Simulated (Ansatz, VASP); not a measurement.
**Two plane-wave programs on Hf**

Contents of INCAR:

```
PREC     = Accurate       # precision mode
ENCUT    = 520            # plane-wave cutoff, eV
EDIFF    = 1E-7           # SCF threshold, eV
ISMEAR   = -1             # smearing method
SIGMA    = 0.6            # smearing width, eV
LREAL    = F              # projectors in reciprocal space
LASPH    = T              # aspherical terms in the spheres
NELM     = 80             # most SCF steps
ALGO     = Normal         # electronic algorithm
ISIF     = 2              # what is computed and relaxed
LWAVE    = F              # write WAVECAR
LCHARG   = T              # write CHGCAR
GGA      = CA             # functional
LELF     = T              # ELF
LVHAR    = T            
NBANDS   = 17             # bands
```

KPOINTS

```
Automatic mesh
0
Gamma
  12 12 7
```

The input POSCAR:

```
Hf
1.0
    3.1183974891      0.0000000000      0.0000000000
   -1.5591987445      2.7006114446      0.0000000000
    0.0000000000      0.0000000000      4.9475473504
Hf
2
Direct
    0.3333333333      0.6666666667      0.2500000000
    0.6666666667      0.3333333333      0.7500000000
```

Input for Ansatz:

```yaml
crystal:
  lattice:
    - [3.1183974891, 0.0, 0.0]
    - [-1.5591987445, 2.7006114446, 0.0]
    - [0.0, 0.0, 4.9475473504]
  atoms:
    - { symbol: Hf, position: [0.3333333333, 0.6666666667, 0.25] }
    - { symbol: Hf, position: [0.6666666667, 0.3333333333, 0.75] }
hamiltonian:
  xc: lda
  pseudopotentials:
    kind: paw
    azcp:
      Hf: "pseudopotentials/Hf.paw.azcp"
basis:
  ecutwfc: 420
  fft_grid_basis: typed
kpoints:
  mp_grid: { grid: [12, 12, 7], shift: [0, 0, 0] }
magnetization:
  spin_polarized: false
scf:
  occupations: { method: fermi_dirac, width: 0.6 }
  lower_state_search: "off"
output:
  stress: true
```

Alike in both runs: task single point; functional LDA; k mesh 12 × 12 × 7; occupations fermi-dirac, width 0.6 eV; no spin polarisation.

```csv
,VASP,Ansatz
version,VASP 6.6.1,Ansatz 0.2.0
potentials or method,"VASP PAW LDA potentials, release 64 (Hf_pv), cutoff 520 eV","plane waves (420 eV) with PAW, scalar-relativistic"
valence electrons in the cell,20,52
```

|  | VASP | Ansatz | Ansatz less VASP |
| --- | --- | --- | --- |
| pressure (GPa) | 4.9 | 4.7 | -0.16 |
| traceless stress, the component that is largest in VASP (GPa) | 2.59 | 2.60 | +0.007 |

Ansatz warns that its potentials were made for another functional, while VASP's fit it. LDA's correlation is that of Perdew and Zunger in VASP and of Perdew and Wang (1992) in Ansatz. VASP's potentials hold 20 valence electrons a cell and Ansatz's 52, so a difference there can come from the potentials and not from the codes.

Spin-orbit coupling is off throughout.
